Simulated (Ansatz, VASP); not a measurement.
## ZnF2: VASP beside Ansatz

The input INCAR:

```
ALGO = Normal
EDIFF = 1E-6
ENCUT = 600
GGA = PE
GGA_COMPAT = F
ISIF = 2
ISMEAR = 0
LASPH = T
LCHARG = F
LREAL = F
LWAVE = F
NBANDS = 35
NELM = 120
PREC = Accurate
SIGMA = 0.01
```

KPOINTS

```
k-points
0
Gamma
  4 4 6
```

The input POSCAR:

```
ZnF2
1.0
    4.8000350903      0.0000000000      0.0000000000
    0.0000000000      4.8000350903      0.0000000000
    0.0000000000      0.0000000000      3.1754914901
Zn F
2 4
Direct
    0.0000000000      0.0000000000      0.0000000000
    0.5000000000      0.5000000000      0.5000000000
    0.3043835389      0.3043835389      0.0000000000
    0.1956164611      0.8043835389      0.5000000000
    0.6956164611      0.6956164611      0.0000000000
    0.8043835389      0.1956164611      0.5000000000
```

Input for Ansatz:

```yaml
crystal:
  lattice:
    - [4.8000350903, 0.0, 0.0]
    - [0.0, 4.8000350903, 0.0]
    - [0.0, 0.0, 3.1754914901]
  atoms:
    - { symbol: Zn, position: [0.0, 0.0, 0.0] }
    - { symbol: Zn, position: [0.5, 0.5, 0.5] }
    - { symbol: F, position: [0.3043835389, 0.3043835389, 0.0] }
    - { symbol: F, position: [0.1956164611, 0.8043835389, 0.5] }
    - { symbol: F, position: [0.6956164611, 0.6956164611, 0.0] }
    - { symbol: F, position: [0.8043835389, 0.1956164611, 0.5] }
kpoints:
  mp_grid: { grid: [4, 4, 6] }
hamiltonian:
  xc: pbe
scf:
  occupations: { method: fixed }
  n_extra_bands: 5
output:
  forces: true
  stress: true
  eigenvalues: true
```

Alike in both runs: task single point; functional PBE; k mesh 4 × 4 × 6; no spin polarisation.

|  | VASP | Ansatz |
| --- | --- | --- |
| version | VASP 6.6.1 | Ansatz 0.2.0 |
| potentials or method | VASP PAW PBE potentials, release 64 (Zn, F) | plane waves, PAW |
| plane-wave cutoff (eV) | 600 | 420 |
| occupations | gaussian, width 0.01 eV | fixed |
| valence electrons in the cell | 52 | 52 |

Ansatz gave:

| Quantity | Value |
| --- | --- |
| gap on the k mesh at the Fermi level (eV) | 3.52 |
| pressure (GPa) | 0.0 |
| traceless stress, the component that is largest in VASP (GPa) | -0.02 |
| rms of the force components (eV/Å) | 0.000 |

Q: What did VASP give for the same quantities?

A: gap on the k mesh at the Fermi level (eV): 3.46; pressure (GPa): 0.3; traceless stress, the component that is largest in VASP (GPa): 0.17; rms of the force components (eV/Å): 0.006.

Atom by atom the forces differ by 0.006 eV/Å (rms over components).
